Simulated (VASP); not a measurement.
# O (R-3m) in VASP: a series of runs, part 2 of 3

VASP 6.6.1.

**4. Single point, LDA**

Input file INCAR:

```
PREC     = Accurate       # precision mode
ENCUT    = 520            # plane-wave cutoff, eV
EDIFF    = 1E-6           # SCF threshold, eV
ISMEAR   = 0              # smearing method
SIGMA    = 0.05           # smearing width, eV
LREAL    = F              # projectors in reciprocal space
LASPH    = T              # aspherical terms in the spheres
NELM     = 60             # most SCF steps
ALGO     = Normal         # electronic algorithm
ISIF     = 2              # what is computed and relaxed
LWAVE    = F              # write WAVECAR
LCHARG   = F              # write CHGCAR
NBANDS   = 13             # bands
```

Input file KPOINTS:

```
regular mesh
0
Gamma
  9 9 9
```

Input file POSCAR:

```
O
1.0
    1.6749479049      0.9670316238      3.7319995215
   -1.6749479049      0.9670316238      3.7319995215
    0.0000000000     -1.9340632475      3.7319995215
O
2
Direct
    0.0546147200      0.0546147200      0.0546147200
    0.9453852800      0.9453852800      0.9453852800
```

Potentials or basis: VASP PAW LDA potentials, release 64 (O).

On the command line:

```sh
cat potpaw_LDA.64/O/POTCAR > POTCAR
mpirun -np 1 vasp_std > vasp.out
```

OUTCAR:

```text
PREC = Accurate
   ENCUT = 520
   EDIFF = 1E-6
   ISMEAR = 0
   LREAL = F
   LASPH = T
   NELM = 60
   ISIF = 2

 ion  position               nearest neighbor table
   1  0.055  0.055  0.055-   2 1.22
   2  0.945  0.945  0.945-   1 1.22

  LATTYP: Found a trigonal (rhomboedric) cell.
 ALAT       =     4.2033820995
 COS(alpha) =     0.6824333683

  Lattice vectors:

 A1 = (   1.6749479049,   0.9670316238,   3.7319995215)
 A2 = (  -1.6749479049,   0.9670316238,   3.7319995215)
 A3 = (   0.0000000000,  -1.9340632475,   3.7319995215)

Analysis of symmetry for initial positions (statically):
=====================================================================
 Subroutine PRICEL returns:
 Original cell was already a primitive cell.

 Routine SETGRP: Setting up the symmetry group for a
 trigonal (rhombohedral) supercell.

 Subroutine GETGRP returns: Found 12 space group operations
 (whereof 12 operations were pure point group operations)
 out of a pool of 12 trial point group operations.

The static configuration has the point symmetry D_3d.

Analysis of symmetry for dynamics (positions and initial velocities):
=====================================================================
 Subroutine PRICEL returns:
 Original cell was already a primitive cell.

 Routine SETGRP: Setting up the symmetry group for a
 trigonal (rhombohedral) supercell.

 Subroutine GETGRP returns: Found 12 space group operations
 (whereof 12 operations were pure point group operations)
 out of a pool of 12 trial point group operations.

The dynamic configuration has the point symmetry D_3d.

 Subroutine INISYM returns: Found 12 space group operations
 (whereof 12 operations are pure point group operations),
 and found     1 'primitive' translations

----------------------------------------------------------------------------------------

                                     Primitive cell

  volume of cell :      36.2689

  direct lattice vectors                    reciprocal lattice vectors
     1.674947905  0.967031624  3.731999522     0.298516747  0.172348724  0.089317625
    -1.674947905  0.967031624  3.731999522    -0.298516747  0.172348724  0.089317625
     0.000000000 -1.934063247  3.731999522     0.000000000 -0.344697449  0.089317625

  length of vectors
     4.203382099  4.203382099  4.203382099     0.356081408  0.356081408  0.356081408

  position of ions in fractional coordinates (direct lattice)
     0.054614720  0.054614720  0.054614720
     0.945385280  0.945385280  0.945385280

  ion indices of the primitive-cell ions
   primitive index   ion index
                 1           1
                 2           2

----------------------------------------------------------------------------------------

 KPOINTS: regular mesh

Automatic generation of k-mesh.
 Grid dimensions read from file:
 generate k-points for:    9    9    9

 Generating k-lattice:

  Cartesian coordinates                     Fractional coordinates (reciprocal lattice)
     0.033168527  0.019149858  0.009924181     0.111111111  0.000000000  0.000000000
    -0.033168527  0.019149858  0.009924181     0.000000000  0.111111111  0.000000000
     0.000000000 -0.038299717  0.009924181     0.000000000  0.000000000  0.111111111

  Length of vectors
     0.039564601  0.039564601  0.039564601

  Shift w.r.t. Gamma in fractional coordinates (k-lattice)
     0.000000000  0.000000000  0.000000000

 Subroutine IBZKPT returns following result:
 ===========================================

 Found     85 irreducible k-points:

 Following reciprocal coordinates:
            Coordinates               Weight
  0.000000  0.000000  0.000000      1.000000
  0.111111  0.000000  0.000000      6.000000
  0.222222  0.000000  0.000000      6.000000
  0.333333 -0.000000 -0.000000      6.000000
  0.444444  0.000000  0.000000      6.000000
  0.111111  0.111111 -0.000000      6.000000
[... 16 lines left out ...]
 -0.333333  0.333333  0.000000      6.000000
  0.444444  0.444444  0.000000      6.000000
 [... further k-points ...]
   k-points           NKPTS =     85   k-points in BZ     NKDIM =     85   number of bands    NBANDS=     13
   number of dos      NEDOS =    301   number of ions     NIONS =      2
   total plane-waves  NPLWV =  32768
   dimension x,y,z NGX =    32 NGY =   32 NGZ =   32
   dimension x,y,z NGXF=    64 NGYF=   64 NGZF=   64
   ions per type =               2
   NGX,Y,Z   is equivalent  to a cutoff of  12.66, 12.66, 12.66 a.u.
   NGXF,Y,Z  is equivalent  to a cutoff of  25.31, 25.31, 25.31 a.u.
 SYSTEM =  unknown system
   PREC   = accura    normal or accurate (medium, high low for compatibility)
   ISTART =      0    job   : 0-new  1-cont  2-samecut
   ICHARG =      2    charge: 1-file 2-atom 10-const
   ISPIN  =      1    spin polarized calculation?
   LNONCOLLINEAR =      F non collinear calculations
   LSORBIT =      F    spin-orbit coupling
   LASPH  =      T    aspherical Exc in radial PAW
   ENCUT  =  520.0 eV  38.22 Ry    6.18 a.u.   7.82  7.82  7.82*2*pi/ulx,y,z
   NELM   =     60;   NELMIN=  2; NELMDL= -5     # of ELM steps
   EDIFF  = 0.1E-05   stopping-criterion for ELM
   LREAL  =      F    real-space projection
   EDIFFG = 0.1E-04   stopping-criterion for IOM
   NSW    =      0    number of steps for IOM
   IBRION =     -1    ionic relax: 0-MD 1-quasi-New 2-CG
   NFREE  =      0    steps in history (QN), initial steepest desc. (CG)
   ISIF   =      2    stress and relaxation
   ISYM   =      2    0-nonsym 1-usesym 2-fastsym
   POTIM  = 0.5000    time-step for ionic-motion
   TEBEG  =    0.0;   TEEND  =   0.0 temperature during run
   PSTRESS=    0.0 pullay stress
   NELECT =      12.0000    total number of electrons
   NUPDOWN=      -1.0000    fix difference up-down
   EMIN   =  10.00;   EMAX   =-10.00  energy-range for DOS
   EFERMI =   0.00;   METHOD = LEGACY
   ISMEAR =     0;   SIGMA  =   0.05  broadening in eV -4-tet -1-fermi 0-gaus
   EFERMI_NEDOS =   21; number of points for ismear=-14 and -15
   IALGO  =     38    algorithm
   IMIX   =      4    mixing-type and parameters
     AMIX     =   0.40;   BMIX     =  1.00
     AMIX_MAG =   1.60;   BMIX_MAG =  1.00
  volume/ion in A,a.u.               =      18.13       122.38
  Fermi-wavevector in a.u.,A,eV,Ry     =   1.132288  2.139714 17.443710  1.282077
  Thomas-Fermi vector in A             =   2.268989
   LORBIT       =      0    0 simple, 1 ext, 2 COOP (PROOUT), +10 PAW based schemes
   GGA     = CA    functional components
   LHFCALC =     F    Hartree Fock is set to
   AEXX    =    0.0000 exact exchange contribution
   IVDW    =     0    specifies the selected vdW correction
   LEPSILON=     F    determine dielectric tensor
   LRPA    =     F    only Hartree local field effects (RPA)
 non-spin polarized calculation
 Gauss-broadening in eV      SIGMA  =   0.05
  energy-cutoff  :      520.00
  volume of cell :       36.27
 maximum number of plane-waves:       995
   NGX = 15   NGY = 15   NGZ = 15

 number of electron      11.9999996 magnetization

 Free energy of the ion-electron system (eV)
  ---------------------------------------------------
  ext. energy  EPLUGINS =         0.00000000
  ---------------------------------------------------
  free energy    TOTEN  =       -10.04082700 eV

  energy without entropy =      -10.03440749  energy(sigma->0) =      -10.03761725

 E-fermi :  -2.3588     XC(G=0):  -7.8975

 val. band max:       -2.3632491472   @ k =  -0.3333   0.3333   0.1111
 cond. band min:      -2.3563527849   @ k =   0.2222   0.0000   0.0000
 fundamental gap:      0.0068963624
 Fermi energy:        -2.3587589785

 k-point     1 :       0.0000    0.0000    0.0000
  band No.  band energies     occupation
      1     -28.6560      2.00000
      2     -15.7700      2.00000
      3     -10.1458      2.00000
      4      -8.6959      2.00000
      5      -8.6959      2.00000
      6      -2.1454      0.00000
      7      -2.1454      0.00000
      8       3.7277      0.00000
      9       7.7750      0.00000
     10      10.5754      0.00000
     11      12.9035      0.00000
     12      15.2337      0.00000
     13      15.2337      0.00000
[... 353 lines left out ...]
 k-point    24 :       0.4444    0.4444    0.0000
  band No.  band energies     occupation
      1     -28.5575      2.00000
      2     -15.9094      2.00000
      3      -9.5693      2.00000
      4      -9.2723      2.00000
      5      -8.9563      2.00000
      6      -2.9369      2.00000
      7      -2.0566      0.00000
      8       6.0276      0.00000
      9       7.6472      0.00000
     10       9.4796      0.00000
     11       9.9860      0.00000
     12      12.8132      0.00000
     13      15.2806      0.00000

 [... further k-points ...]
[... 5 lines left out ...]
  --------------------------------------------------------------------------------------
  -------------------------------------------------------------------------------------
  Total       -1.3094102     -1.3094102     -0.6999065      0.0000000     -0.0000000     -0.0000000
  in kB      -57.8430924    -57.8430924    -30.9183155      0.0000000     -0.0000000     -0.0000000
  external PRESSURE =     -48.8681667 kB  Pullay stress =       0.0000000 kB

 VOLUME and BASIS-vectors are now :
 -----------------------------------------------------------------------------
  energy-cutoff  :      520.00
  volume of cell :       36.27
      direct lattice vectors                 reciprocal lattice vectors
     1.674947905  0.967031624  3.731999522     0.298516747  0.172348724  0.089317625
    -1.674947905  0.967031624  3.731999522    -0.298516747  0.172348724  0.089317625
     0.000000000 -1.934063247  3.731999522     0.000000000 -0.344697449  0.089317625

 POSITION                                       TOTAL-FORCE (eV/Angst)
 -----------------------------------------------------------------------------------
      0.00000      0.00000      0.61147         0.000000     -0.000000     -0.135959
      0.00000      0.00000     10.58453         0.000000      0.000000      0.135959
 -----------------------------------------------------------------------------------
    total drift:                               -0.000000     -0.000000      0.000000

  FREE ENERGIE OF THE ION-ELECTRON SYSTEM (eV)
  ---------------------------------------------------
  free  energy   TOTEN  =       -10.0408269984 eV

  energy  without entropy=      -10.0344074934  energy(sigma->0) =      -10.03761725
```

It took 11 s on 1 thread of Intel Xeon 6975P-C (Granite Rapids), shared host; peak memory 0.16 GiB.

What came out:

| Property | Result |
| --- | --- |
| Free energy | -10.0408 eV |
| Pressure | -4.9 GPa |
| Largest force | 0.136 eV/Å |
| Band gap on the k mesh | zero (bands 6 and 7 overlap by 0.52 eV) |

Forces in eV/Å, atoms in the order of the input:
```
O    0.000  0.000 -0.136
O    0.000  0.000  0.136
```

Stress tensor (GPa, compression positive):
```
-5.78  0.00  0.00
 0.00 -5.78  0.00
 0.00  0.00 -3.09
```

Caveat: the standard files for N, O and F lose accuracy on very short bonds; spin is off for a triplet molecule; the cell stands under tension.

(Part 2 of 3 ends here.)
